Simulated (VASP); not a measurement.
# BeAl15HN16 (a cell with a defect) in VASP: single point with PBE

Aim: the single point of BeAl15HN16 (a cell with a defect) with PBE.

Program: VASP 6.6.1. These are calculated values, not measurements. Logs are shortened: lines on timing, memory, paths and dates and some standing lists are left out, and cuts for length are marked.

### 1 The cell of the first run

The cell holds a defect, 33 atoms: a = 6.260 Å, b = 6.260 Å, c = 10.035 Å, α = 90.00°, β = 90.00°, γ = 120.00°.

### 2 Single point, PBE, collinear spin

INCAR

```
SYSTEM = BeAl15HN16
ALGO = Normal
EDIFF = 1E-6
ENCUT = 520
GGA = PE
ISIF = 2
ISMEAR = 0
ISPIN = 2
LASPH = .True.
LCHARG = .False.
LORBIT = 11
LREAL = Auto
LWAVE = .False.
MAGMOM = 0 0 0 0 0 0 0 0 0 0 0 0 0 0 0 0.02 0.07 0 0 0.01 0.1 0.04 0 0 0.1 0.04 0 0 0 0.03 0.01 0 0.44
NBANDS = 90
NELECT = 129.0
NELM = 150
NUPDOWN = 1.0
PREC = Accurate
SIGMA = 0.01
```

KPOINTS

```
Automatic mesh
0
Gamma
  1 1 1
  0.25 0.25 0.25
```

POSCAR

```
BeAl15HN16
1.0
    6.2595139102      0.0000000601      0.0000000000
   -3.1297570100      5.4208980298      0.0000000000
    0.0000000000      0.0000000000     10.0348065900
Al Be N H
15 1 16 1
Direct
    0.3315696255      0.1684132716      0.2575703917
    0.3290230797      0.1710302618      0.7477141060
    0.1641418213      0.3358944190      1.0024633032
    0.3309908375      0.6693686342      0.2573079031
    0.1646749872      0.8363719945      0.5016825265
    0.3286372927      0.6641430246      0.7475008327
    0.1648072791      0.8363916276      1.0006316624
    0.8307368717      0.1691309066      0.2573480344
    0.6636123745      0.3353432225      0.5016692283
    0.8358368730      0.1713443544      0.7474875811
    0.6636247756      0.3351823888      1.0006155946
    0.8308975591      0.6691775287      0.2515354260
    0.6635110097      0.8365297037      0.5017791074
    0.8309873659      0.6689534653      0.7508522759
    0.6637303969      0.8362693302      1.0007276312
    0.1659796861      0.3338837294      0.5081263092
    0.3230978547      0.1767823176      0.4475117819
    0.1657554771      0.3343052896      0.1914472337
    0.3293531134      0.1706551719      0.9397482062
    0.1657514087      0.3341970111      0.6872102716
    0.3216939407      0.6564924510      0.4475040605
    0.1623404571      0.8327691150      0.1894794795
    0.3292598269      0.6698832384      0.9397128808
    0.1647731339      0.8340366123      0.6922544100
    0.8436173108      0.1784378206      0.4475549489
    0.6671167556      0.3376194085      0.1894888446
    0.8300942683      0.1706636649      0.9397004588
    0.6659435558      0.3351488602      0.6922341728
    0.8293117578      0.6706703457      0.4411866635
    0.6668997978      0.8332968316      0.1897266292
    0.8295432520      0.6703646044      0.9405189046
    0.6658075027      0.8341083541      0.6922160328
    0.5004807512     -0.0004609599      0.3457391071
```

Potentials or basis: VASP PAW PBE potentials, release 64 (Al, Be, N, H).

Launch:

```
cat potpaw_PBE.64/Al/POTCAR potpaw_PBE.64/Be/POTCAR potpaw_PBE.64/N/POTCAR potpaw_PBE.64/H/POTCAR > POTCAR
mpirun -np 1 vasp_std > vasp.out
```

OUTCAR:

```text
SYSTEM = BeAl15HN16
   EDIFF = 1E-6
   ENCUT = 520
   GGA = PE
   ISIF = 2
   ISMEAR = 0
   ISPIN = 2
   LASPH = .True.
   LORBIT = 11
   LREAL = Auto
   NELECT = 129.0
   NELM = 150
   NUPDOWN = 1.0
   PREC = Accurate

 ion  position               nearest neighbor table
   1  0.332  0.168  0.258-  17 1.91  18 1.92  26 1.94  22 1.94  33 2.03   9 3.04   5 3.04   4 3.12
                             8 3.12  12 3.13  12 3.13   8 3.14   4 3.14   3 3.14   7 3.14  11 3.14
   2  0.329  0.171  0.748-  20 1.87  28 1.91  24 1.91  19 1.93   9 3.06   5 3.06   6 3.09  10 3.09
                             3 3.12  11 3.12   7 3.12  14 3.13  14 3.13  10 3.17   6 3.17
   3  0.164  0.336  0.002-  18 1.90  19 1.90  23 1.92  27 1.92   6 3.12  10 3.12   2 3.12   7 3.13
                            11 3.13  15 3.13  15 3.13  11 3.13   7 3.13   4 3.13   8 3.13   1 3.14
   4  0.331  0.669  0.257-  21 1.91  22 1.92  18 1.93  30 1.94  33 2.00  13 3.04   5 3.05   1 3.12
                             8 3.13  12 3.13  12 3.13   8 3.13   3 3.13   1 3.14  15 3.14   7 3.15
   5  0.165  0.836  0.502-  21 1.91  24 1.91  29 1.92  17 1.93   1 3.04   4 3.05   2 3.06   6 3.07
                            14 3.09  12 3.09  13 3.12   9 3.12   9 3.14  13 3.14
   6  0.329  0.664  0.748-  20 1.89  24 1.89  32 1.91  23 1.93  13 3.06   5 3.07  10 3.08   2 3.09
                             3 3.12  15 3.12   7 3.13  14 3.13  14 3.13   2 3.17  10 3.17
   7  0.165  0.836  0.001-  22 1.90  23 1.90  19 1.91  31 1.91  14 3.09  12 3.10   2 3.12  11 3.12
                            15 3.12   6 3.13   3 3.13   3 3.13  15 3.14  11 3.14   1 3.14   4 3.15
   8  0.831  0.169  0.257-  25 1.91  26 1.92  18 1.93  30 1.94  33 2.00  13 3.04   9 3.05   1 3.12
                             4 3.13  12 3.13  12 3.13   4 3.13   3 3.13   1 3.14  15 3.14  11 3.15
   9  0.664  0.335  0.502-  25 1.91  28 1.91  29 1.92  17 1.93   1 3.04   8 3.05   2 3.06  10 3.07
[... 15 lines left out ...]
  18  0.166  0.334  0.191-   3 1.90   1 1.92   8 1.93   4 1.93
  19  0.329  0.171  0.940-   3 1.90  11 1.91   7 1.91   2 1.93
  20  0.166  0.334  0.687-  16 1.80   2 1.87  10 1.89   6 1.89
  21  0.322  0.656  0.448-  16 1.85   5 1.91   4 1.91  13 1.93
[... 9 lines left out ...]
  31  0.830  0.670  0.941-  15 1.90  14 1.90  11 1.91   7 1.91
  32  0.666  0.834  0.692-  14 1.88   6 1.91  10 1.91  13 1.91
  33  0.500  1.000  0.346-   4 2.00   8 2.00   1 2.03

  LATTYP: Found a hexagonal cell.
 ALAT       =     6.2595139102
 C/A-ratio  =     1.6031287308

  Lattice vectors:

 A1 = (   6.2595139102,   0.0000000601,   0.0000000000)
 A2 = (  -3.1297570100,   5.4208980298,   0.0000000000)
 A3 = (   0.0000000000,   0.0000000000,  10.0348065900)

Analysis of symmetry for initial positions (statically):
=====================================================================
 Subroutine PRICEL returns:
 Original cell was already a primitive cell.

 Routine SETGRP: Setting up the symmetry group for a
 hexagonal supercell.

 Subroutine GETGRP returns: Found  1 space group operations
 (whereof  1 operations were pure point group operations)
 out of a pool of 24 trial point group operations.

The static configuration has the point symmetry C_1 .

Analysis of symmetry for dynamics (positions and initial velocities):
=====================================================================
 Subroutine PRICEL returns:
 Original cell was already a primitive cell.

 Routine SETGRP: Setting up the symmetry group for a
 hexagonal supercell.

 Subroutine GETGRP returns: Found  1 space group operations
 (whereof  1 operations were pure point group operations)
 out of a pool of 24 trial point group operations.

The dynamic configuration has the point symmetry C_1 .

Analysis of structural, dynamic, and magnetic symmetry:
=====================================================================
 Subroutine PRICEL returns:
 Original cell was already a primitive cell.

 Routine SETGRP: Setting up the symmetry group for a
 hexagonal supercell.

 Subroutine GETGRP returns: Found  1 space group operations
 (whereof  1 operations were pure point group operations)
 out of a pool of 24 trial point group operations.

The overall configuration has the point symmetry C_1 .

 Subroutine INISYM returns: Found  1 space group operations
 (whereof  1 operations are pure point group operations),
 and found     1 'primitive' translations

----------------------------------------------------------------------------------------

                                     Primitive cell
[... 124 lines left out ...]
 SYSTEM =  BeAl15HN16
   PREC   = accura    normal or accurate (medium, high low for compatibility)
   ISTART =      0    job   : 0-new  1-cont  2-samecut
   ICHARG =      2    charge: 1-file 2-atom 10-const
   ISPIN  =      2    spin polarized calculation?
   LNONCOLLINEAR =      F non collinear calculations
   LSORBIT =      F    spin-orbit coupling
   LASPH  =      T    aspherical Exc in radial PAW
   ENCUT  =  520.0 eV  38.22 Ry    6.18 a.u.  11.64 11.64 18.66*2*pi/ulx,y,z
   NELM   =    150;   NELMIN=  2; NELMDL= -5     # of ELM steps
   EDIFF  = 0.1E-05   stopping-criterion for ELM
   LREAL  =      T    real-space projection
   EDIFFG = 0.1E-04   stopping-criterion for IOM
   NSW    =      0    number of steps for IOM
   IBRION =     -1    ionic relax: 0-MD 1-quasi-New 2-CG
   NFREE  =      0    steps in history (QN), initial steepest desc. (CG)
   ISIF   =      2    stress and relaxation
   ISYM   =      2    0-nonsym 1-usesym 2-fastsym
   POTIM  = 0.5000    time-step for ionic-motion
   TEBEG  =    0.0;   TEEND  =   0.0 temperature during run
   PSTRESS=    0.0 pullay stress
   NELECT =     129.0000    total number of electrons
   NUPDOWN=       1.0000    fix difference up-down
   EMIN   =  10.00;   EMAX   =-10.00  energy-range for DOS
   EFERMI =   0.00;   METHOD = LEGACY
   ISMEAR =     0;   SIGMA  =   0.01  broadening in eV -4-tet -1-fermi 0-gaus
   EFERMI_NEDOS =   21; number of points for ismear=-14 and -15
   IALGO  =     38    algorithm
   IMIX   =      4    mixing-type and parameters
     AMIX     =   0.40;   BMIX     =  1.00
     AMIX_MAG =   1.60;   BMIX_MAG =  1.00
  volume/ion in A,a.u.               =      10.32        69.63
  Fermi-wavevector in a.u.,A,eV,Ry     =   1.184580  2.238532 19.092105  1.403230
  Thomas-Fermi vector in A             =   2.320791
   LORBIT       =     11    0 simple, 1 ext, 2 COOP (PROOUT), +10 PAW based schemes
   GGA     = PE    functional components
   LHFCALC =     F    Hartree Fock is set to
   AEXX    =    0.0000 exact exchange contribution
   IVDW    =     0    specifies the selected vdW correction
   LEPSILON=     F    determine dielectric tensor
   LRPA    =     F    only Hartree local field effects (RPA)
 spin polarized calculation
 Gauss-broadening in eV      SIGMA  =   0.01
  energy-cutoff  :      520.00
  volume of cell :      340.50
 maximum number of plane-waves:      9148
 NGX is ok and might be reduce to    48
   NGX = 23   NGY = 23   NGZ = 37

 number of electron     128.9999991 magnetization       0.9999972

 Free energy of the ion-electron system (eV)
  ---------------------------------------------------
  ext. energy  EPLUGINS =         0.00000000
  ---------------------------------------------------
  free energy    TOTEN  =      -233.00316566 eV

  energy without entropy =     -233.00316566  energy(sigma->0) =     -233.00316566

 E-fermi :   5.5683     XC(G=0): -10.8618

 val. band max:        6.8916588330   @ k =  -0.2500  -0.2500   0.2500
 cond. band min:       7.9604021395   @ k =   0.5000  -0.2500   0.2500
 fundamental gap:      1.0687433066
 Fermi energy:         7.0079389795

 spin component 1

 k-point     1 :       0.2500    0.2500    0.2500
  band No.  band energies     occupation
      1      -8.7942      1.00000
      2      -8.3525      1.00000
      3      -8.2057      1.00000
      4      -8.0968      1.00000
      5      -7.8382      1.00000
      6      -7.6867      1.00000
[... 463 lines left out ...]
     75      12.6191      0.00000
     76      12.9343      0.00000
 Fermi energy:         5.5683353825

 spin component 2

 k-point     1 :       0.2500    0.2500    0.2500
  band No.  band energies     occupation
      1      -8.7710      1.00000
      2      -8.3160      1.00000
      3      -8.1818      1.00000
      4      -8.0799      1.00000
      5      -7.8018      1.00000
      6      -7.6584      1.00000
[... 463 lines left out ...]
     75      12.6405      0.00000
     76      12.9623      0.00000
 [bands above 76 left out]

------------------------ aborting loop because EDIFF is reached ----------------------------------------

  FORCE on cell =-STRESS in cart. coord.  units (eV):
  Direction    XX          YY          ZZ          XY          YZ          ZX
  --------------------------------------------------------------------------------------
  -------------------------------------------------------------------------------------
  Total        2.2384823      0.3422686     12.9548331     -1.6390310      0.0003442     -0.0234302
  in kB       10.5327892      1.6104856     60.9567141     -7.7121755      0.0016195     -0.1102466
  external PRESSURE =      24.3666629 kB  Pullay stress =       0.0000000 kB

 VOLUME and BASIS-vectors are now :
 -----------------------------------------------------------------------------
  energy-cutoff  :      520.00
  volume of cell :      340.50
      direct lattice vectors                 reciprocal lattice vectors
     6.259513910  0.000000060  0.000000000     0.159756813  0.092235641  0.000000000
    -3.129757010  5.420898030  0.000000000    -0.000000002  0.184471279  0.000000000
     0.000000000  0.000000000 10.034806590     0.000000000  0.000000000  0.099653141

 POSITION                                       TOTAL-FORCE (eV/Angst)
 -----------------------------------------------------------------------------------
      1.54837      0.91295      2.58467         0.096450     -0.056921     -0.008426
      1.52424      0.92714      7.50317         0.124187     -0.077441      0.007748
     -0.02382      1.82085      0.02472        -0.124832      0.068473      0.002650
     -0.02312      3.62858      2.58204         0.102148     -0.061097      0.019024
     -1.58686      4.53389      5.03429        -0.116340      0.035748      0.019569
     -0.02150      3.60025      7.50103         0.113905     -0.068185     -0.000686
[... 25 lines left out ...]
      1.55707      4.52162      6.94625        -0.179666      0.106895     -0.010414
      0.00445      5.41840      3.46943        -0.033056      0.018638      0.002513
 -----------------------------------------------------------------------------------
    total drift:                               -0.020266      0.011715      0.015522

  FREE ENERGIE OF THE ION-ELECTRON SYSTEM (eV)
  ---------------------------------------------------
  free  energy   TOTEN  =      -233.0031656626 eV

  energy  without entropy=     -233.0031656626  energy(sigma->0) =     -233.00316566

 total charge

# of ion       s       p       d       tot
------------------------------------------
    1        0.370   0.421   0.000   0.791
    2        0.377   0.434   0.000   0.811
    3        0.376   0.433   0.000   0.809
    4        0.369   0.422   0.000   0.791
    5        0.377   0.428   0.000   0.805
    6        0.377   0.433   0.000   0.810
[... 25 lines left out ...]
   32        1.230   2.621   0.000   3.851
   33        0.496   0.015   0.000   0.511
--------------------------------------------------
tot         26.215  48.727   0.000  74.942

 magnetization (x)

# of ion       s       p       d       tot
------------------------------------------
    1       -0.001  -0.001   0.000  -0.001
    2        0.000   0.000   0.000   0.000
    3       -0.000  -0.000   0.000  -0.000
    4       -0.001  -0.001   0.000  -0.002
    5        0.000   0.001   0.000   0.001
    6        0.000   0.000   0.000   0.000
[... 25 lines left out ...]
   32       -0.000  -0.000   0.000  -0.000
   33        0.243   0.002   0.000   0.245
--------------------------------------------------
tot          0.261   0.381   0.000   0.642
```

It took 16 min on 1 thread of Intel Xeon Platinum 8259CL at 2.50GHz (Skylake/Cascade Lake), shared host; peak memory 0.7 GiB.

Results:

```
Free energy                                           : -233.0032 eV
Largest force                                         : 0.265 eV/Å
Net moment                                            : 1.00 μB per cell
Site moments                                          : Al -0.00, +0.00 (each value once); Be +0.04; N +0.07, +0.00, +0.01, +0.08, +0.03, -0.00, +0.04 (each value once); H +0.24 μB
Valence electrons inside the program's atomic spheres : Al 0.79, 0.81, 0.82, 0.80 (each value once); Be 1.03; N 3.80, 3.83, 3.84, 3.79, 3.85 (each value once); H 0.51
```

Forces in eV/Å, atoms in the order of the input:
```
Al   0.096 -0.057 -0.008
Al   0.124 -0.077  0.008
Al  -0.125  0.068  0.003
Al   0.102 -0.061  0.019
Al  -0.116  0.036  0.020
Al   0.114 -0.068 -0.001
Al  -0.114  0.050 -0.003
Al   0.100 -0.057  0.017
Al  -0.093  0.080  0.020
Al   0.118 -0.070  0.001
Al  -0.101  0.069  0.002
Al   0.125 -0.079  0.013
Al  -0.139  0.080 -0.022
Al   0.129 -0.074  0.003
Al  -0.126  0.072 -0.002
Be  -0.131  0.079  0.006
N    0.115 -0.061 -0.014
N   -0.156  0.090 -0.003
N    0.176 -0.102 -0.001
N   -0.177  0.105  0.018
N    0.259 -0.022 -0.019
N   -0.146  0.094  0.022
N    0.183 -0.100 -0.003
N   -0.180  0.106  0.000
N    0.148 -0.219 -0.024
N   -0.145  0.087  0.022
N    0.178 -0.102 -0.003
N   -0.185  0.108  0.002
N    0.164 -0.093 -0.010
N   -0.154  0.084 -0.055
N    0.168 -0.093  0.000
N   -0.180  0.107 -0.010
H   -0.033  0.019  0.003
```

Caveat: the k points lie up to 0.58 Å⁻¹ apart; the cell carries a net charge on a neutralising background, which shifts energy and pressure; the cell is charged against a uniform background, so pressure and absolute levels hang on convention; the total moment is fixed, so each spin has its own Fermi level and the state may be an excited one.
